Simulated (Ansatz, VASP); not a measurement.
MgBe2S3 in VASP and in Ansatz

File INCAR:

```
ALGO     = Normal         # electronic algorithm
EDIFF    = 1E-6           # SCF threshold, eV
EDIFFG   = -0.01          # ionic threshold
ENCUT    = 600            # plane-wave cutoff, eV
GGA      = PE             # functional
IBRION   = 2              # ionic algorithm
ISIF     = 3              # what is computed and relaxed
ISMEAR   = 0              # smearing method
LASPH    = T              # aspherical terms in the spheres
LCHARG   = F              # write CHGCAR
LREAL    = F              # projectors in reciprocal space
LWAVE    = F              # write WAVECAR
NELM     = 100            # most SCF steps
NSW      = 100            # ionic steps
PREC     = Accurate       # precision mode
SIGMA    = 0.1            # smearing width, eV
```

File KPOINTS:

```
k-points
0
Gamma
  12 12 10
```

File POSCAR:

```
MgBe2S3
1.0
    5.2800951100      0.0000000000      0.0000000000
   -2.6400475500      4.5726965000      0.0000000000
    0.0000000000      0.0000000000      4.2311070100
Mg Be S
1 2 3
Direct
    0.0000000000      0.0000000000      0.0000000000
    0.3333333300      0.6666666700      0.0000000000
    0.6666666700      0.3333333300      0.0000000000
    0.5000000000      0.0000000000      0.5000000000
    0.0000000000      0.5000000000      0.5000000000
    0.5000000000      0.5000000000      0.5000000000
```

Input for Ansatz:

```yaml
crystal:
  lattice:
    - [5.28009511, 0.0, 0.0]
    - [-2.64004755, 4.5726965, 0.0]
    - [0.0, 0.0, 4.23110701]
  atoms:
    - { symbol: Mg, position: [0.0, 0.0, 0.0] }
    - { symbol: Be, position: [0.33333333, 0.66666667, 0.0] }
    - { symbol: Be, position: [0.66666667, 0.33333333, 0.0] }
    - { symbol: S, position: [0.5, 0.0, 0.5] }
    - { symbol: S, position: [0.0, 0.5, 0.5] }
    - { symbol: S, position: [0.5, 0.5, 0.5] }
basis:
  ecutwfc: 420
kpoints:
  mp_grid: { grid: [12, 12, 10] }
hamiltonian:
  xc: pbe
scf:
  occupations: { method: gaussian, width: 0.1 }
output:
  forces: true
  stress: true
  eigenvalues: true
  write_density: true
  write_potential: true
  elf: true
  volumetric_format: npy
relax:
  adjacent_minimum: "off"
  f_tol: 0.01
  max_steps: 80
  cell: { stress_tol: 0.05 }
```

Change from the starting cell: species swapped into the TbCu2Ni3 type (P6/mmm, No. 191).

Alike in both runs: task relaxation of cell and atoms; functional PBE; k mesh 12 × 12 × 10; occupations gaussian, width 0.1 eV; no spin polarisation.

|  | VASP | Ansatz |
| --- | --- | --- |
| version | VASP 6.6.1 | Ansatz 0.2.0 |
| potentials or method | VASP PAW PBE potentials, release 64 (Mg, Be, S), cutoff 600 eV | scalar-relativistic, plane waves, PAW |
| valence electrons in the cell | 24 | 32 |

Ansatz gave:

* gap on the k mesh at the Fermi level, each at its own relaxed structure (eV): none
* relaxed volume (Å³/atom): 16.41
* relaxed cell length with the largest relative difference (Å): 6.142

Q: What did VASP give for the same quantities?

A: gap on the k mesh at the Fermi level, each at its own relaxed structure (eV): none; relaxed volume (Å³/atom): 16.41; relaxed cell length with the largest relative difference (Å): 6.143.

A gap of «none» marks a metal or a gap that the smearing closes. VASP's potentials hold 24 valence electrons a cell and Ansatz's 32, so a difference there can come from the potentials and not from the codes.
